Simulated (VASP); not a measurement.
## BaTiO3: single point with r2SCAN

The system is BaTiO3.

```
Ba Ti O
1.0
     3.85315    0.00000    0.00000
     0.00000    3.85315    0.00000
     0.00000    0.00000    4.17407
Ba Ti O
1 1 3
Direct
  0.00000 0.00000 0.99261
  0.50000 0.50000 0.47453
  0.50000 0.50000 0.03157
  0.50000 0.00000 0.51464
  0.00000 0.50000 0.51464
```

This cell differs from its parent crystal: strain -0.030 along x and y, +0.015 along z.

| Item | Value |
| --- | --- |
| Program | VASP 6.6.1 |
| Task | single point |
| Functional | r2SCAN |
| Potentials or basis | VASP PAW PBE potentials, release 64 (Ba_sv, Ti_sv, O) |
| Cutoff | 520 eV |
| k mesh | 8 × 8 × 8 |
| Occupations | gaussian, width 0.05 eV |
| Spin | no spin polarisation |
| Dipole correction | no |
| Further INCAR settings | ALGO = Normal; EDIFF = 1e-06; NBANDS = 28 |

| Property | Result |
| --- | --- |
| Pressure | 11.8 GPa |
| Largest force | 0.167 eV/Å |
| Band gap on the k mesh | 2.30 eV (least direct gap 2.88 eV) |

Forces on the atoms (eV/Å):
```
Ba   0.000  0.000  0.010
Ti   0.000  0.000 -0.167
O    0.000  0.000  0.015
O    0.000  0.000  0.071
O    0.000  0.000  0.071
```

Stress tensor (GPa, compression positive):
```
15.48  0.00  0.00
 0.00 15.48  0.00
 0.00  0.00  4.56
```

Levels at points of the mesh, in eV from the valence-band top:
```tsv
k point	band 16	band 17	band 18	band 19	band 20	band 21	band 22	band 23	band 24	band 25
(0.00, 0.00, 0.00)	-1.59	-1.58	-0.85	-0.57	-0.57	2.30	2.73	2.73	4.63	4.84
(0.50, 0.00, 0.00)	-2.27	-2.26	-1.95	-1.55	-1.30	2.86	4.22	4.26	4.58	6.67
(0.50, 0.50, 0.00)	-3.35	-2.07	-0.92	-0.92	-0.06	4.30	4.30	4.76	4.78	8.66
(0.00, 0.00, 0.50)	-2.24	-1.94	-1.94	-0.80	-0.80	2.42	3.85	3.85	4.84	6.60
(0.50, 0.00, 0.50)	-2.96	-1.92	-1.33	-1.24	-0.61	3.88	4.26	4.39	5.74	7.98
(0.50, 0.50, 0.50)	-2.53	-2.53	-0.46	-0.46	0.00	4.67	4.67	4.98	7.02	7.19
```

It took 3 min on 1 thread of Intel(R) Xeon(R) 6975P-C (Granite Rapids) (shared host), peak memory 0.27 GiB.

Caveat: the cell differs from its parent crystal (strain -0.030 along x and y, +0.015 along z); the stress differs along the axes, from 5 to 15 GPa; the PAW data sets were made with another functional, which shifts forces and pressure a little; spin-orbit coupling is left out, which moves the levels of the heavy elements. A k mesh can miss the band edges.
